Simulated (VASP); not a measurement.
# Cu (I4/mmm) in VASP: a series of runs

Cu is run at these levels: PBE-based screened hybrid with 25 % exact exchange, B3LYP; tasks: single point.

Program: VASP 6.6.1. These are calculated values, not measurements. Logs are shortened: lines on timing, memory, paths and dates and some standing lists are left out, and cuts for length are marked.

**1. The cell of the first run**

Symmetry: I4/mmm, No. 139, tetragonal system. The conventional cell has a = 3.026 Å, b = 3.026 Å, c = 2.636 Å, α = 90.00°, β = 90.00°, γ = 90.00°. Within 3.3 Å of Cu (site symmetry 4/mmm) lie 14 Cu at 2.51 to 3.03 Å.

**2. Single point, PBE-based screened hybrid with 25 % exact exchange**

File POSCAR:

```
Cu
1.0
   -1.5131009240      1.5131009240      1.3182033554
    1.5131009240     -1.5131009240      1.3182033554
    1.5131009240      1.5131009240     -1.3182033554
Cu
1
Direct
    0.0000000000      0.0000000000      0.0000000000
```

File INCAR.step1:

```
PREC = Accurate
ENCUT = 520
EDIFF = 1E-5
ISMEAR = -1
SIGMA = 0.05
LREAL = F
LASPH = T
NELM = 80
ALGO = Normal
ISIF = 2
LWAVE = T
LCHARG = F
NBANDS = 12
GGA = PE
```

File INCAR.step2:

```
PREC = Accurate
ENCUT = 520
EDIFF = 1E-6
ISMEAR = -1
SIGMA = 0.05
LREAL = F
LASPH = T
NELM = 80
ALGO = Normal
ISIF = 2
LWAVE = F
LCHARG = F
GGA = PE
LHFCALC = T
AEXX = 0.25
HFSCREEN = 0.3
PRECFOCK = Normal
NBANDS = 12
ISTART = 1
```

File KPOINTS:

```
Automatic mesh
0
Gamma
  7 7 7
```

Potentials or basis: VASP PAW PBE potentials, release 64 (Cu).

Run with:

```console
$ cat potpaw_PBE.64/Cu/POTCAR > POTCAR
$ cp INCAR.step1 INCAR
$ mpirun -np 1 vasp_std > vasp.out
$ cp INCAR.step2 INCAR
$ mpirun -np 1 vasp_std > vasp.out
```

OUTCAR:

```text
PREC = Accurate
   ENCUT = 520
   EDIFF = 1E-6
   ISMEAR = -1
   LREAL = F
   LASPH = T
   NELM = 80
   ISIF = 2
   GGA = PE
   LHFCALC = T
   AEXX = 0.25
   HFSCREEN = 0.3
   PRECFOCK = Normal
   ISTART = 1

 ion  position               nearest neighbor table
   1  0.000  0.000  0.000-

  LATTYP: Found a body centered tetragonal cell.
 ALAT       =     3.0262018480
 C/A-ratio  =     0.8711932790

  Lattice vectors:

 A1 = (  -1.5131009240,   1.5131009240,   1.3182033554)
 A2 = (   1.5131009240,  -1.5131009240,   1.3182033554)
 A3 = (   1.5131009240,   1.5131009240,  -1.3182033554)

Analysis of symmetry for initial positions (statically):
=====================================================================
 Subroutine PRICEL returns:
 Original cell was already a primitive cell.

 Routine SETGRP: Setting up the symmetry group for a
 body centered tetragonal supercell.

 Subroutine GETGRP returns: Found 16 space group operations
 (whereof 16 operations were pure point group operations)
 out of a pool of 16 trial point group operations.

The static configuration has the point symmetry D_4h.

Analysis of symmetry for dynamics (positions and initial velocities):
=====================================================================
 Subroutine PRICEL returns:
 Original cell was already a primitive cell.

 Routine SETGRP: Setting up the symmetry group for a
 body centered tetragonal supercell.

 Subroutine GETGRP returns: Found 16 space group operations
 (whereof 16 operations were pure point group operations)
 out of a pool of 16 trial point group operations.

The dynamic configuration has the point symmetry D_4h.

 Subroutine INISYM returns: Found 16 space group operations
 (whereof 16 operations are pure point group operations),
 and found     1 'primitive' translations

----------------------------------------------------------------------------------------

                                     Primitive cell

  volume of cell :      12.0720

  direct lattice vectors                    reciprocal lattice vectors
    -1.513100924  1.513100924  1.318203355     0.000000000  0.330447224  0.379304148
     1.513100924 -1.513100924  1.318203355     0.330447224  0.000000000  0.379304148
     1.513100924  1.513100924 -1.318203355     0.330447224  0.330447224  0.000000000

  length of vectors
     2.513286474  2.513286474  2.513286474     0.503057655  0.503057655  0.467322946

  position of ions in fractional coordinates (direct lattice)
     0.000000000  0.000000000  0.000000000

  ion indices of the primitive-cell ions
   primitive index   ion index
                 1           1

----------------------------------------------------------------------------------------

 KPOINTS: Automatic mesh

Automatic generation of k-mesh.
 Grid dimensions read from file:
 generate k-points for:    7    7    7

 Generating k-lattice:

  Cartesian coordinates                     Fractional coordinates (reciprocal lattice)
     0.000000000  0.047206746  0.054186307     0.142857143  0.000000000  0.000000000
     0.047206746  0.000000000  0.054186307     0.000000000  0.142857143  0.000000000
     0.047206746  0.047206746  0.000000000     0.000000000  0.000000000  0.142857143

  Length of vectors
     0.071865379  0.071865379  0.066760421

  Shift w.r.t. Gamma in fractional coordinates (k-lattice)
     0.000000000  0.000000000  0.000000000

 Subroutine IBZKPT returns following result:
 ===========================================

 Found     40 irreducible k-points:

 Following reciprocal coordinates:
            Coordinates               Weight
  0.000000  0.000000  0.000000      1.000000
  0.142857 -0.000000  0.000000      8.000000
  0.285714  0.000000  0.000000      8.000000
  0.428571 -0.000000  0.000000      8.000000
  0.142857  0.142857  0.000000      8.000000
  0.285714  0.142857 -0.000000     16.000000
[... 16 lines left out ...]
 -0.142857  0.285714  0.142857      8.000000
 -0.428571  0.428571  0.142857      8.000000
 [... further k-points ...]
   k-points           NKPTS =     40   k-points in BZ     NKDIM =    343   number of bands    NBANDS=     12
   number of dos      NEDOS =    301   number of ions     NIONS =      1
   total plane-waves  NPLWV =   8000
   dimension x,y,z NGX =    20 NGY =   20 NGZ =   20
   dimension x,y,z NGXF=    40 NGYF=   40 NGZF=   40
   ions per type =               1
   NGX,Y,Z   is equivalent  to a cutoff of  13.23, 13.23, 13.23 a.u.
   NGXF,Y,Z  is equivalent  to a cutoff of  26.46, 26.46, 26.46 a.u.
 SYSTEM =  unknown system
   PREC   = accura    normal or accurate (medium, high low for compatibility)
   ISTART =      1    job   : 0-new  1-cont  2-samecut
   ICHARG =      0    charge: 1-file 2-atom 10-const
   ISPIN  =      1    spin polarized calculation?
   LNONCOLLINEAR =      F non collinear calculations
   LSORBIT =      F    spin-orbit coupling
   LASPH  =      T    aspherical Exc in radial PAW
   ENCUT  =  520.0 eV  38.22 Ry    6.18 a.u.   4.67  4.67  4.67*2*pi/ulx,y,z
   NELM   =     80;   NELMIN=  2; NELMDL=  0     # of ELM steps
   EDIFF  = 0.1E-05   stopping-criterion for ELM
   LREAL  =      F    real-space projection
   EDIFFG = 0.1E-04   stopping-criterion for IOM
   NSW    =      0    number of steps for IOM
   IBRION =     -1    ionic relax: 0-MD 1-quasi-New 2-CG
   NFREE  =      0    steps in history (QN), initial steepest desc. (CG)
   ISIF   =      2    stress and relaxation
   ISYM   =      3    0-nonsym 1-usesym 2-fastsym
   POTIM  = 0.5000    time-step for ionic-motion
   TEBEG  =    0.0;   TEEND  =   0.0 temperature during run
   PSTRESS=    0.0 pullay stress
   NELECT =      11.0000    total number of electrons
   NUPDOWN=      -1.0000    fix difference up-down
   EMIN   =  10.00;   EMAX   =-10.00  energy-range for DOS
   EFERMI =   0.00;   METHOD = LEGACY
   ISMEAR =    -1;   SIGMA  =   0.05  broadening in eV -4-tet -1-fermi 0-gaus
   EFERMI_NEDOS =   21; number of points for ismear=-14 and -15
   IALGO  =     38    algorithm
   IMIX   =      1    mixing-type and parameters
     AMIX     =   0.40;   BMIX     =  1.00
     AMIX_MAG =   1.60;   BMIX_MAG =  1.00
  volume/ion in A,a.u.               =      12.07        81.47
  Fermi-wavevector in a.u.,A,eV,Ry     =   1.587132  2.999244 34.272904  2.518987
  Thomas-Fermi vector in A             =   2.686336
   LORBIT       =      0    0 simple, 1 ext, 2 COOP (PROOUT), +10 PAW based schemes
   GGA     = PE    functional components
   LHFCALC =     T    Hartree Fock is set to
   PRECFOCK=normal    Normal, Fast or Accurate (Low or Medium for compatibility)
   ENCUT4O =  -1.0   cutoff for four orbital integrals eV
   NKREDX  =     1    reduce k-point grid by
   NKREDY  =     1    reduce k-point grid by
   NKREDZ  =     1    reduce k-point grid by
   AEXX    =    0.2500 exact exchange contribution
   HFSCREEN=    0.3000 screening length (either q_TF or 0.3 A-1)
   HFSCREENC=   0.3000 screening length for correlation (either q_TF or 0.3 A-1)
   ENCUTFOCK=  -1.0 apply spherical cutoff to Coloumb kernel
   IVDW    =     0    specifies the selected vdW correction
   LEPSILON=     F    determine dielectric tensor
   LRPA    =     F    only Hartree local field effects (RPA)
 non-spin polarized calculation
  energy-cutoff  :      520.00
  volume of cell :       12.07
 maximum number of plane-waves:       345
  NGX = 16; NGY = 16; NGZ = 16

 number of electron      10.9999995 magnetization

 Free energy of the ion-electron system (eV)
  ---------------------------------------------------
  ext. energy  EPLUGINS =         0.00000000
  ---------------------------------------------------
  free energy    TOTEN  =        -3.59119373 eV

  energy without entropy =       -3.58836452  energy(sigma->0) =       -3.58977912

 E-fermi :   6.5599     XC(G=0): -10.3644

 val. band max:        6.4974464101   @ k =  -0.4286   0.4286   0.1429
 cond. band min:       7.0694234748   @ k =  -0.1429   0.4286   0.1429
 fundamental gap:      0.5719770647
 Fermi energy:         6.5599283336

 k-point     1 :       0.0000    0.0000    0.0000
  band No.  band energies     occupation
      1      -2.8549      2.00000
      2       2.4814      2.00000
      3       3.0353      2.00000
      4       3.0353      2.00000
      5       3.4109      2.00000
      6       3.9888      2.00000
      7      31.1013      0.00000
      8      31.1013      0.00000
      9      35.1599      0.00000
     10      35.4666      0.00000
     11      35.5951      0.00000
     12      37.0084      0.00000

 k-point     2 :       0.1429   -0.0000    0.0000
  band No.  band energies     occupation
      1      -1.9507      2.00000
      2       2.5100      2.00000
      3       2.9599      2.00000
      4       3.1501      2.00000
      5       3.5331      2.00000
      6       3.8825      2.00000
      7      28.4189      0.00000
      8      29.3863      0.00000
      9      29.7531      0.00000
     10      32.8733      0.00000
     11      34.2375      0.00000
     12      36.5284      0.00000

 k-point     3 :       0.2857    0.0000    0.0000
  band No.  band energies     occupation
      1       0.2182      2.00000
      2       2.2114      2.00000
      3       3.1279      2.00000
      4       3.7577      2.00000
      5       3.8519      2.00000
      6       3.9163      2.00000
      7      20.8079      0.00000
      8      26.5061      0.00000
      9      26.8398      0.00000
     10      29.8499      0.00000
     11      32.2151      0.00000
     12      38.5262      0.00000
[... 286 lines left out ...]
 k-point    23 :      -0.1429    0.2857    0.1429
  band No.  band energies     occupation
      1       0.5581      2.00000
      2       2.5735      2.00000
      3       2.6079      2.00000
      4       3.5654      2.00000
      5       3.8708      2.00000
      6       4.3164      2.00000
      7      22.4373      0.00000
      8      22.5822      0.00000
      9      24.2255      0.00000
     10      33.8341      0.00000
     11      35.4631      0.00000
     12      37.8348      0.00000

 k-point    24 :      -0.4286    0.4286    0.1429
  band No.  band energies     occupation
      1       1.2631      2.00000
      2       2.7158      2.00000
      3       2.8877      2.00000
      4       3.2898      2.00000
      5       4.4858      2.00000
      6       6.4974      1.55447
      7      12.6839      0.00000
      8      25.8845      0.00000
      9      27.3777      0.00000
     10      31.0813      0.00000
     11      35.7244      0.00000
     12      36.1586      0.00000

 [... further k-points ...]

------------------------ aborting loop because EDIFF is reached ----------------------------------------

  FORCE on cell =-STRESS in cart. coord.  units (eV):
  Direction    XX          YY          ZZ          XY          YZ          ZX
  --------------------------------------------------------------------------------------
  -------------------------------------------------------------------------------------
  Total        0.0031736      0.0031736      0.0075643      0.0000000      0.0000000      0.0000000
  in kB        0.4211934      0.4211934      1.0039307      0.0000000      0.0000000      0.0000000
  external PRESSURE =       0.6154392 kB  Pullay stress =       0.0000000 kB

 VOLUME and BASIS-vectors are now :
 -----------------------------------------------------------------------------
  energy-cutoff  :      520.00
  volume of cell :       12.07
      direct lattice vectors                 reciprocal lattice vectors
    -1.513100924  1.513100924  1.318203355     0.000000000  0.330447224  0.379304148
     1.513100924 -1.513100924  1.318203355     0.330447224  0.000000000  0.379304148
     1.513100924  1.513100924 -1.318203355     0.330447224  0.330447224  0.000000000

 POSITION                                       TOTAL-FORCE (eV/Angst)
 -----------------------------------------------------------------------------------
      0.00000      0.00000      0.00000         0.000000      0.000000      0.000000
 -----------------------------------------------------------------------------------
    total drift:                                0.000000      0.000000      0.000000

  FREE ENERGIE OF THE ION-ELECTRON SYSTEM (eV)
  ---------------------------------------------------
  free  energy   TOTEN  =        -3.5911937335 eV

  energy  without entropy=       -3.5883645161  energy(sigma->0) =       -3.58977912
```

Wall time 44 min (1 thread of AMD EPYC 7R43 (Zen 3), shared host); peak memory 0.19 GiB.

Results:

```
Free energy            : -3.5912 eV
Pressure               : 0.1 GPa
Band gap on the k mesh : zero (an odd number of electrons rules out a gap without spin polarisation)
```

Caveat: the k points lie up to 0.45 Å⁻¹ apart, too coarse for converged energies and pressures of a metal; the PAW data sets were made with another functional, which shifts forces and pressure a little.

(Part 1 of 2 ends here.)

The gap in the log of VASP goes by the Fermi energy; the results here count the filled bands.